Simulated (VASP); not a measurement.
# TaN (P-6m2) in VASP: settings compared, part 2 of 2

VASP 6.6.1.

## 3. Single point, revPBE+D3(BJ), collinear spin, ferromagnetic start

This run uses another cell than the first one, of 10.61 Å³/atom, 1.012 times its volume.

The input, INCAR:

```
ALGO     = Normal         # electronic algorithm
EDIFF    = 1E-6           # SCF threshold, eV
ENCUT    = 600            # plane-wave cutoff, eV
GGA      = RE             # functional
GGA_COMPAT= False        
ISIF     = 2              # what is computed and relaxed
ISMEAR   = 0              # smearing method
ISPIN    = 2              # spin polarisation
IVDW     = 12             # dispersion correction
LASPH    = True           # aspherical terms in the spheres
LCHARG   = False          # write CHGCAR
LMAXMIX  = 4              # l up to which the mixer works
LORBIT   = 11             # projections on sites
LREAL    = False          # projectors in reciprocal space
LWAVE    = False          # write WAVECAR
MAGMOM   = 0.05 0         # initial moments
NBANDS   = 19             # bands
NELM     = 200            # most SCF steps
PREC     = Accurate       # precision mode
SIGMA    = 0.05           # smearing width, eV
```

The input, KPOINTS:

```
k-points
0
Gamma
  10 10 8
```

The input, POSCAR:

```
TaN
1.0
    2.9185361384      0.0000000000      0.0000000000
   -1.4592680692      2.5275264377      0.0000000000
    0.0000000000      0.0000000000      2.8762895302
Ta N
1 1
Direct
    0.3333333333      0.6666666667      0.5000000000
    0.0000000000      0.0000000000      0.0000000000
```

Potentials or basis: VASP PAW PBE potentials, release 64 (Ta_pv, N).

On the command line:

```console
> cat potpaw_PBE.64/Ta_pv/POTCAR potpaw_PBE.64/N/POTCAR > POTCAR
> mpirun -np 1 vasp_std > vasp.out
```

OUTCAR:

```text
EDIFF = 1E-6
   ENCUT = 600
   GGA = RE
   ISIF = 2
   ISMEAR = 0
   ISPIN = 2
   IVDW = 12
   LASPH = True
   LORBIT = 11
   LREAL = False
   NELM = 200
   PREC = Accurate
 IVDW          = 12

 ion  position               nearest neighbor table
   1  0.333  0.667  0.500-   2 2.22   2 2.22   2 2.22   2 2.22   2 2.22   2 2.22
   2  0.000  0.000  0.000-   1 2.22   1 2.22   1 2.22   1 2.22   1 2.22   1 2.22

  LATTYP: Found a hexagonal cell.
 ALAT       =     2.9185361384
 C/A-ratio  =     0.9855247267

  Lattice vectors:

 A1 = (   2.9185361384,   0.0000000000,   0.0000000000)
 A2 = (  -1.4592680692,   2.5275264377,   0.0000000000)
 A3 = (   0.0000000000,   0.0000000000,   2.8762895302)

Analysis of symmetry for initial positions (statically):
=====================================================================
 Subroutine PRICEL returns:
 Original cell was already a primitive cell.

 Routine SETGRP: Setting up the symmetry group for a
 hexagonal supercell.

 Subroutine GETGRP returns: Found 12 space group operations
 (whereof 12 operations were pure point group operations)
 out of a pool of 24 trial point group operations.

The static configuration has the point symmetry D_3h.

Analysis of symmetry for dynamics (positions and initial velocities):
=====================================================================
 Subroutine PRICEL returns:
 Original cell was already a primitive cell.

 Routine SETGRP: Setting up the symmetry group for a
 hexagonal supercell.

 Subroutine GETGRP returns: Found 12 space group operations
 (whereof 12 operations were pure point group operations)
 out of a pool of 24 trial point group operations.

The dynamic configuration has the point symmetry D_3h.

Analysis of structural, dynamic, and magnetic symmetry:
=====================================================================
 Subroutine PRICEL returns:
 Original cell was already a primitive cell.

 Routine SETGRP: Setting up the symmetry group for a
 hexagonal supercell.

 Subroutine GETGRP returns: Found 12 space group operations
 (whereof 12 operations were pure point group operations)
 out of a pool of 24 trial point group operations.

The overall configuration has the point symmetry D_3h.

 Subroutine INISYM returns: Found 12 space group operations
 (whereof 12 operations are pure point group operations),
 and found     1 'primitive' translations

----------------------------------------------------------------------------------------

                                     Primitive cell

  volume of cell :      21.2175

  direct lattice vectors                    reciprocal lattice vectors
     2.918536138  0.000000000  0.000000000     0.342637525  0.197821867  0.000000000
    -1.459268069  2.527526438  0.000000000     0.000000000  0.395643735  0.000000000
     0.000000000  0.000000000  2.876289530     0.000000000  0.000000000  0.347670146

  length of vectors
     2.918536138  2.918536138  2.876289530     0.395643735  0.395643735  0.347670146

  position of ions in fractional coordinates (direct lattice)
     0.333333333  0.666666667  0.500000000
     0.000000000  0.000000000  0.000000000
[... 69 lines left out ...]
   ISTART =      0    job   : 0-new  1-cont  2-samecut
   ICHARG =      2    charge: 1-file 2-atom 10-const
   ISPIN  =      2    spin polarized calculation?
   LNONCOLLINEAR =      F non collinear calculations
   LSORBIT =      F    spin-orbit coupling
   LASPH  =      T    aspherical Exc in radial PAW
   ENCUT  =  600.0 eV  44.10 Ry    6.64 a.u.   5.83  5.83  5.74*2*pi/ulx,y,z
   NELM   =    200;   NELMIN=  2; NELMDL= -5     # of ELM steps
   EDIFF  = 0.1E-05   stopping-criterion for ELM
   LREAL  =      F    real-space projection
   EDIFFG = 0.1E-04   stopping-criterion for IOM
   NSW    =      0    number of steps for IOM
   IBRION =     -1    ionic relax: 0-MD 1-quasi-New 2-CG
   NFREE  =      0    steps in history (QN), initial steepest desc. (CG)
   ISIF   =      2    stress and relaxation
   ISYM   =      2    0-nonsym 1-usesym 2-fastsym
   POTIM  = 0.5000    time-step for ionic-motion
   TEBEG  =    0.0;   TEEND  =   0.0 temperature during run
   PSTRESS=    0.0 pullay stress
   NELECT =      16.0000    total number of electrons
   NUPDOWN=      -1.0000    fix difference up-down
   EMIN   =  10.00;   EMAX   =-10.00  energy-range for DOS
   EFERMI =   0.00;   METHOD = LEGACY
   ISMEAR =     0;   SIGMA  =   0.05  broadening in eV -4-tet -1-fermi 0-gaus
   EFERMI_NEDOS =   21; number of points for ismear=-14 and -15
   IALGO  =     38    algorithm
   IMIX   =      4    mixing-type and parameters
     AMIX     =   0.40;   BMIX     =  1.00
     AMIX_MAG =   1.60;   BMIX_MAG =  1.00
  volume/ion in A,a.u.               =      10.61        71.59
  Fermi-wavevector in a.u.,A,eV,Ry     =   1.490106  2.815891 30.210574  2.220415
  Thomas-Fermi vector in A             =   2.602930
   LORBIT       =     11    0 simple, 1 ext, 2 COOP (PROOUT), +10 PAW based schemes
   GGA     = RE    functional components
   LHFCALC =     F    Hartree Fock is set to
   AEXX    =    0.0000 exact exchange contribution
   IVDW    =    12    specifies the selected vdW correction
   LEPSILON=     F    determine dielectric tensor
   LRPA    =     F    only Hartree local field effects (RPA)
 spin polarized calculation
 Gauss-broadening in eV      SIGMA  =   0.05
  energy-cutoff  :      600.00
  volume of cell :       21.22
 maximum number of plane-waves:       724
 NGX is ok and might be reduce to    24

 number of electron      16.0000000 magnetization       0.0000533

 number of electron      16.0000000 magnetization      -0.0001914

 Free energy of the ion-electron system (eV)
  ---------------------------------------------------
  ext. energy  EPLUGINS =         0.00000000
  ---------------------------------------------------
  free energy    TOTEN  =       -21.55947669 eV

  energy without entropy =      -21.55936431  energy(sigma->0) =      -21.55942050

 E-fermi :   8.5441     XC(G=0): -13.3849

 val. band max:        8.4045172452   @ k =   0.0000   0.0000   0.5000
 cond. band min:       8.5678197603   @ k =   0.0000   0.0000   0.3750
 fundamental gap:      0.1633025151
 Fermi energy:         8.5440980977

 spin component 1

 k-point     1 :       0.0000    0.0000    0.0000
  band No.  band energies     occupation
      1     -26.3451      1.00000
      2     -26.0591      1.00000
      3     -26.0591      1.00000
      4      -9.4516      1.00000
      5       3.8936      1.00000
      6       3.8936      1.00000
[... 517 lines left out ...]
     18      28.2671      0.00000
     19      32.0828      0.00000

 [... further k-points ...]

 spin component 2

 k-point     1 :       0.0000    0.0000    0.0000
  band No.  band energies     occupation
      1     -26.3461      1.00000
      2     -26.0600      1.00000
      3     -26.0600      1.00000
      4      -9.4517      1.00000
      5       3.8935      1.00000
      6       3.8935      1.00000
[... 517 lines left out ...]
     18      28.2669      0.00000
     19      32.0827      0.00000

 [... further k-points ...]

------------------------ aborting loop because EDIFF is reached ----------------------------------------

 Edisp (eV)   -1.75369

 E8    (eV) :    -1.2457

  FORCE on cell =-STRESS in cart. coord.  units (eV):
  Direction    XX          YY          ZZ          XY          YZ          ZX
  --------------------------------------------------------------------------------------
  -------------------------------------------------------------------------------------
  Total       0.08636     0.08636     0.11014    -0.00000    -0.00000     0.00000
  in kB       6.52143     6.52143     8.31710    -0.00000    -0.00000     0.00000
  external pressure =        7.12 kB  Pullay stress =        0.00 kB

 VOLUME and BASIS-vectors are now :
 -----------------------------------------------------------------------------
  energy-cutoff  :      600.00
  volume of cell :       21.22
      direct lattice vectors                 reciprocal lattice vectors
     2.918536138  0.000000000  0.000000000     0.342637525  0.197821867  0.000000000
    -1.459268069  2.527526438  0.000000000     0.000000000  0.395643735  0.000000000
     0.000000000  0.000000000  2.876289530     0.000000000  0.000000000  0.347670146

 POSITION                                       TOTAL-FORCE (eV/Angst)
 -----------------------------------------------------------------------------------
     -0.00000      1.68502      1.43814         0.000000      0.000000      0.000000
      0.00000      0.00000      0.00000        -0.000000      0.000000      0.000000
 -----------------------------------------------------------------------------------
    total drift:                                0.000000     -0.000000     -0.000000

  FREE ENERGIE OF THE ION-ELECTRON SYSTEM (eV)
  ---------------------------------------------------
  free  energy   TOTEN  =       -23.3131637063 eV

  energy  without entropy=      -23.3130513226  energy(sigma->0) =      -23.31310751

 total charge

# of ion       s       p       d       tot
------------------------------------------
    1        0.311   6.275   2.447   9.033
    2        1.232   2.512   0.000   3.744
--------------------------------------------------
tot          1.543   8.787   2.447  12.777

 magnetization (x)

# of ion       s       p       d       tot
------------------------------------------
    1       -0.000  -0.000  -0.000  -0.000
    2        0.000   0.000   0.000   0.000
--------------------------------------------------
tot         -0.000   0.000  -0.000  -0.000
```

It took 60 s on 1 thread of Intel Xeon 8259CL, shared host; peak memory 0.2 GiB.

What came out:

```
Free energy                                           : -23.3132 eV
Pressure                                              : 0.7 GPa
Band gap on the k mesh                                : zero (filled and empty bands overlap)
Net moment                                            : 0.00 μB per cell
Valence electrons inside the program's atomic spheres : Ta 9.03; N 3.74
Dispersion energy per atom                            : -0.877 eV
```

Levels at points of the mesh, in eV from the Fermi level:
Spin up:
```csv
k point,band 5,band 6,band 7,band 8,band 9,band 10,band 11,band 12
"(0.00, 0.00, 0.00)",-4.65,-4.65,-4.34,-3.03,2.30,3.59,3.59,4.05
"(0.50, 0.00, 0.00)",-8.42,-5.35,-3.59,-3.24,3.02,4.11,5.25,5.40
"(0.00, 0.00, 0.50)",-9.50,-3.82,-3.82,-0.14,-0.14,2.34,3.38,3.38
"(0.50, 0.00, 0.50)",-7.46,-6.31,-5.79,-0.41,4.23,5.45,6.09,7.21
```
Spin down:
```csv
k point,band 6,band 7,band 8,band 9,band 10,band 11
"(0.00, 0.00, 0.00)",-4.65,-4.34,-3.03,2.30,3.59,3.59
"(0.50, 0.00, 0.00)",-5.35,-3.59,-3.24,3.02,4.11,5.25
"(0.00, 0.00, 0.50)",-3.82,-3.82,-0.14,-0.14,2.34,3.38
"(0.50, 0.00, 0.50)",-6.31,-5.79,-0.41,4.23,5.45,6.09
```

Caveat: the PAW data sets were made with another functional, which shifts forces and pressure a little; spin-orbit coupling is left out, which moves the levels of the heavy elements; pairwise dispersion overbinds metals, which lowers pressure and volume.

## 4. Single point, PBE+D3(BJ), collinear spin, ferromagnetic start

This run uses another cell than the first one, of 10.60 Å³/atom, 1.011 times its volume.

The input, INCAR:

```
PREC = Accurate
ENCUT = 600
EDIFF = 1E-6
ISMEAR = 0
SIGMA = 0.05
LREAL = F
LASPH = T
NELM = 200
ALGO = Normal
ISIF = 2
LWAVE = F
LCHARG = F
ISPIN = 2
MAGMOM = 0.05 0
LORBIT = 11
LMAXMIX = 4
GGA = PE
IVDW = 12
NBANDS = 19
GGA_COMPAT = F
```

The input, KPOINTS:

```
Automatic mesh
0
Gamma
  10 10 8
```

The input, POSCAR:

```
TaN
1.0
    2.9184858207      0.0000000000      0.0000000000
   -1.4592429104      2.5274828614      0.0000000000
    0.0000000000      0.0000000000      2.8729270092
Ta N
1 1
Direct
    0.3333333333      0.6666666667      0.5000000000
    0.0000000000      0.0000000000      0.0000000000
```

On the command line:

```console
> cat potpaw_PBE.64/Ta_pv/POTCAR potpaw_PBE.64/N/POTCAR > POTCAR
> mpirun -np 1 vasp_std > vasp.out
```

Wall time 63 s (1 thread of Intel Xeon 8259CL, shared host); peak memory 0.2 GiB.

Results (log left out):

```yaml
Free_energy: -23.3699 eV
Pressure: 4.1 GPa
Band_gap_on_the_k_mesh: zero (filled and empty bands overlap)
Net_moment: 0.00 μB per cell
Valence_electrons_inside_the_program's_atomic_spheres: Ta 9.04; N 3.74
Dispersion_energy_per_atom: -0.473 eV
```

Stress tensor (GPa, compression positive):
```
4.07 0.00 0.00
0.00 4.07 0.00
0.00 0.00 4.27
```

Levels at points of the mesh, in eV from the Fermi level:
Spin up:
```csv
k point,band 6,band 7,band 8,band 9,band 10,band 11
"(0.00, 0.00, 0.00)",-4.66,-4.34,-3.01,2.32,3.60,3.60
"(0.50, 0.00, 0.00)",-5.34,-3.59,-3.24,3.03,4.11,5.26
"(0.00, 0.00, 0.50)",-3.83,-3.83,-0.14,-0.14,2.37,3.36
"(0.50, 0.00, 0.50)",-6.30,-5.80,-0.38,4.24,5.46,6.13
```
Spin down:
```tsv
k point	band 4	band 5	band 6	band 7	band 8	band 9	band 10	band 11	band 12	band 13
(0.00, 0.00, 0.00)	-17.95	-4.66	-4.66	-4.34	-3.01	2.32	3.60	3.60	4.05	4.05
(0.50, 0.00, 0.00)	-15.59	-8.42	-5.34	-3.59	-3.24	3.03	4.11	5.26	5.40	7.54
(0.00, 0.00, 0.50)	-15.22	-9.50	-3.83	-3.83	-0.14	-0.14	2.37	3.36	3.36	8.33
(0.50, 0.00, 0.50)	-15.94	-7.46	-6.30	-5.80	-0.38	4.24	5.46	6.13	7.20	10.38
```

Caveat: spin-orbit coupling is left out, which moves the levels of the heavy elements; pairwise dispersion overbinds metals, which lowers pressure and volume.

## 5. Single point, PBEsol, collinear spin, ferromagnetic start

This run uses another cell than the first one, of 10.63 Å³/atom, 1.014 times its volume.

The input, INCAR:

```
SYSTEM = TaN
ALGO = Normal
EDIFF = 1E-6
ENCUT = 600
GGA = PS
GGA_COMPAT = .FALSE.
ISIF = 2
ISMEAR = 0
ISPIN = 2
LASPH = .TRUE.
LCHARG = .FALSE.
LMAXMIX = 4
LORBIT = 11
LREAL = .FALSE.
LWAVE = .FALSE.
MAGMOM = 0.05 0
NBANDS = 19
NELM = 200
PREC = Accurate
SIGMA = 0.05
```

The input, KPOINTS:

```
k-points
0
G
  10 10 8
  0 0 0
```

The input, POSCAR:

```
TaN
1.0
    2.9238128568      0.0000000000      0.0000000000
   -1.4619064284      2.5320962099      0.0000000000
    0.0000000000      0.0000000000      2.8710235853
Ta N
1 1
Direct
    0.3333333333      0.6666666667      0.5000000000
    0.0000000000      0.0000000000      0.0000000000
```

On the command line:

```console
> cat potpaw_PBE.64/Ta_pv/POTCAR potpaw_PBE.64/N/POTCAR > POTCAR
> mpirun -np 1 vasp_std > vasp.out
```

It took 59 s on 1 thread of Intel Xeon 8259CL, shared host; peak memory 0.19 GiB.

The run converged. Its results:

| Quantity | Value |
| --- | --- |
| Free energy | -23.8074 eV |
| Pressure | 0.7 GPa |
| Band gap on the k mesh | zero (filled and empty bands overlap) |
| Net moment | 0.00 μB per cell |
| Valence electrons inside the program's atomic spheres | Ta 9.04; N 3.71 |

Stress tensor (GPa, compression positive):
```
0.67 0.00 0.00
0.00 0.67 0.00
0.00 0.00 0.87
```

Levels at points of the mesh, in eV from the Fermi level:
Spin up:
| k point | band 6 | band 7 | band 8 | band 9 | band 10 | band 11 |
| --- | --- | --- | --- | --- | --- | --- |
| (0.00, 0.00, 0.00) | -4.64 | -4.31 | -2.95 | 2.31 | 3.64 | 3.64 |
| (0.50, 0.00, 0.00) | -5.29 | -3.58 | -3.20 | 3.02 | 4.11 | 5.27 |
| (0.00, 0.00, 0.50) | -3.80 | -3.80 | -0.13 | -0.13 | 2.46 | 3.33 |
| (0.50, 0.00, 0.50) | -6.27 | -5.79 | -0.34 | 4.24 | 5.46 | 6.17 |
Spin down:
| k point | band 6 | band 7 | band 8 | band 9 | band 10 | band 11 |
| --- | --- | --- | --- | --- | --- | --- |
| (0.00, 0.00, 0.00) | -4.64 | -4.31 | -2.95 | 2.31 | 3.64 | 3.64 |
| (0.50, 0.00, 0.00) | -5.29 | -3.58 | -3.20 | 3.02 | 4.11 | 5.27 |
| (0.00, 0.00, 0.50) | -3.80 | -3.80 | -0.13 | -0.13 | 2.46 | 3.33 |
| (0.50, 0.00, 0.50) | -6.27 | -5.79 | -0.34 | 4.24 | 5.45 | 6.17 |

Caveat: the PAW data sets were made with another functional, which shifts forces and pressure a little; spin-orbit coupling is left out, which moves the levels of the heavy elements.

## 6. Single point, PBEsol+D3(BJ), collinear spin, ferromagnetic start

The input, INCAR:

```
PREC = Accurate ; ENCUT = 600
EDIFF = 1E-6 ; ISMEAR = 0
SIGMA = 0.05 ; LREAL = F
LASPH = T ; NELM = 200
ALGO = Normal ; ISIF = 2
LWAVE = F ; LCHARG = T
ISPIN = 2 ; MAGMOM = 0.05 0
LORBIT = 11 ; LMAXMIX = 4
GGA = PS ; IVDW = 12
LELF = T ; LVHAR = T
NBANDS = 19 ; GGA_COMPAT = F
```

The input, KPOINTS:

```
Automatic mesh
0
Gamma
  10 10 8
```

The input, POSCAR:

```
TaN
1.0
    2.9243057489      0.0000000000      0.0000000000
   -1.4621528745      2.5325230670      0.0000000000
    0.0000000000      0.0000000000      2.8707762883
Ta N
1 1
Direct
    0.3333333333      0.6666666667      0.5000000000
    0.0000000000      0.0000000000      0.0000000000
```

Potentials or basis: VASP PAW PBE potentials, release 64 (Ta_pv, N).

On the command line:

```console
> cat potpaw_PBE.64/Ta_pv/POTCAR potpaw_PBE.64/N/POTCAR > POTCAR
> mpirun -np 1 vasp_std > vasp.out
```

Run time: 57 s. Hardware: 1 thread of Intel Xeon 8259CL, shared host; peak memory 0.2 GiB.

Results (log left out):

```yaml
Free_energy: -24.7386 eV
Pressure: -6.5 GPa
Band_gap_on_the_k_mesh: zero (filled and empty bands overlap)
Net_moment: 0.00 μB per cell
Valence_electrons_inside_the_program's_atomic_spheres: Ta 9.04; N 3.71
Dispersion_energy_per_atom: -0.466 eV
```

Stress tensor (GPa, compression positive):
```
-6.53  0.00  0.00
 0.00 -6.53  0.00
 0.00  0.00 -6.33
```

Levels at points of the mesh, in eV from the Fermi level:
Spin up:
```tsv
k point	band 6	band 7	band 8	band 9	band 10	band 11
(0.00, 0.00, 0.00)	-4.64	-4.31	-2.94	2.31	3.64	3.64
(0.50, 0.00, 0.00)	-5.29	-3.57	-3.20	3.02	4.11	5.27
(0.00, 0.00, 0.50)	-3.81	-3.81	-0.13	-0.13	2.46	3.33
(0.50, 0.00, 0.50)	-6.27	-5.79	-0.34	4.24	5.45	6.17
```
Spin down:
```csv
k point,band 5,band 6,band 7,band 8,band 9,band 10,band 11,band 12
"(0.00, 0.00, 0.00)",-4.64,-4.64,-4.31,-2.94,2.30,3.64,3.64,4.04
"(0.50, 0.00, 0.00)",-8.41,-5.29,-3.57,-3.20,3.02,4.11,5.27,5.39
"(0.00, 0.00, 0.50)",-9.49,-3.81,-3.81,-0.13,-0.13,2.46,3.33,3.33
"(0.50, 0.00, 0.50)",-7.44,-6.27,-5.79,-0.34,4.24,5.45,6.17,7.20
```

Caveat: the PAW data sets were made with another functional, which shifts forces and pressure a little; spin-orbit coupling is left out, which moves the levels of the heavy elements; pairwise dispersion overbinds metals, which lowers pressure and volume.

## 7. The runs side by side

| level | cell | gap on the mesh (eV) | pressure (GPa) | moment (μB) |
| --- | --- | --- | --- | --- |
| PBE+D3(BJ) | a = 2.908, b = 2.908, c = 2.864 Å, angles 90.0, 90.0, 120.0°, 2 atoms | none | 8.2 | 0.00 |
| revPBE+D3(BJ) | a = 2.919, b = 2.919, c = 2.876 Å, angles 90.0, 90.0, 120.0°, 2 atoms | none | 0.7 | 0.00 |
| PBE+D3(BJ) | a = 2.918, b = 2.918, c = 2.873 Å, angles 90.0, 90.0, 120.0°, 2 atoms | none | 4.1 | 0.00 |
| PBEsol | a = 2.924, b = 2.924, c = 2.871 Å, angles 90.0, 90.0, 120.0°, 2 atoms | none | 0.7 | 0.00 |
| PBEsol+D3(BJ) | a = 2.924, b = 2.924, c = 2.871 Å, angles 90.0, 90.0, 120.0°, 2 atoms | none | -6.5 | 0.00 |

Alike in all rows: task single point; potentials or basis VASP PAW PBE potentials, release 64 (Ta_pv, N); spin collinear, ferromagnetic start; k mesh 10 × 10 × 8; cutoff (eV) 600; smearing gaussian 0.05 eV.

Caveats: spin-orbit coupling is left out, which moves the levels of the heavy elements; pairwise dispersion overbinds metals, which lowers pressure and volume (some runs); the PAW data sets were made with another functional, which shifts forces and pressure a little (some runs).

Absolute energies hang on the potentials; compare differences alone.
